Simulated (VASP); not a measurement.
## TaHg2: relaxation of cell and atoms with PBE

TaHg2:

```xyz
3
Lattice="3.0756 0.0000 0.0000 -1.5378 2.6636 0.0000 0.0000 0.0000 7.4633" Properties=species:S:1:pos:R:3 pbc="T T T"
Ta    0.0000    0.0000    0.0000
Hg    0.0000    1.7757    2.4183
Hg    1.5378    0.8879    5.0450
```

The cell was generated, and may not be a known phase.

```json
{
  "Program": "VASP 6.6.1",
  "Task": "relaxation of cell and atoms",
  "Functional": "PBE",
  "Potentials or basis": "VASP PAW PBE potentials, release 64 (Ta_pv, Hg)",
  "Cutoff": "600 eV",
  "k mesh": "18 × 18 × 6",
  "Occupations": "gaussian, width 0.1 eV",
  "Spin": "no spin polarisation",
  "Dipole correction": "no",
  "Further INCAR settings": "ALGO = Fast; EDIFF = 1e-06; IBRION = 2; EDIFFG = -0.01; NSW = 100; ISIF = 3"
}
```

| Property | Result |
| --- | --- |
| Relaxed volume | 20.51 Å³/atom |
| Relaxed cell | a = 3.083 Å, b = 3.083 Å, c = 7.474 Å, α = 90.00°, β = 90.00°, γ = 120.00° |
| Space group after relaxing (to 0.1 Å) | P-3m1 (No. 164) |
| Energy gained by relaxing | 0.3 meV/atom |
| Ionic steps | 8 |
| Pressure after relaxing | 0.0 GPa |
| Largest force after relaxing | 0.007 eV/Å |
| Band gap on the k mesh | zero (an odd number of electrons rules out a gap without spin polarisation) |

Forces in eV/Å, atoms in the order of the input:
```
Ta   0.000  0.000  0.000
Hg   0.000  0.000  0.007
Hg   0.000  0.000 -0.007
```

The path:
```csv
step,energy change (eV),largest force (eV/Å),pressure (GPa),volume (Å³)
1,0.0000,0.0332,0.78,61.14
2,0.0003,0.0258,-0.88,62.03
3,-0.0010,0.0051,0.05,61.55
4,-0.0010,0.0035,-0.05,61.58
5,-0.0010,0.0039,-0.06,61.56
6,-0.0010,0.0070,0.08,61.51
7,-0.0010,0.0068,0.06,61.52
8,-0.0010,0.0068,0.04,61.52
```

Final structure:
```
Ta Hg
1.0
     3.08316    0.00000    0.00000
    -1.54158    2.67010    0.00000
     0.00000    0.00000    7.47351
Ta Hg
1 2
Direct
  0.00000 0.00000 0.00000
  0.33333 0.66667 0.32414
  0.66667 0.33333 0.67586
```

Levels at points of the mesh, in eV from the Fermi level:
| k point | band 14 | band 15 | band 16 | band 17 | band 18 | band 19 | band 20 | band 21 |
| --- | --- | --- | --- | --- | --- | --- | --- | --- |
| (0.00, 0.00, 0.00) | -6.64 | -5.92 | -5.43 | -1.45 | 0.61 | 0.61 | 2.78 | 2.78 |
| (0.50, 0.00, 0.00) | -3.54 | -3.01 | -2.30 | -1.81 | -0.20 | 1.68 | 1.88 | 2.60 |
| (0.00, 0.00, 0.50) | -6.69 | -6.69 | -3.05 | -1.64 | 0.62 | 0.62 | 2.44 | 2.81 |
| (0.50, 0.00, 0.50) | -3.38 | -3.03 | -2.07 | -1.35 | -1.16 | 0.25 | 1.74 | 4.45 |

It took 17 min on 1 thread of Intel(R) Xeon(R) Platinum 8259CL CPU @ 2.50GHz (Skylake/Cascade Lake), on a shared host, peak memory 0.46 GiB.

Caveat: spin-orbit coupling is left out, which moves the levels of the heavy elements.
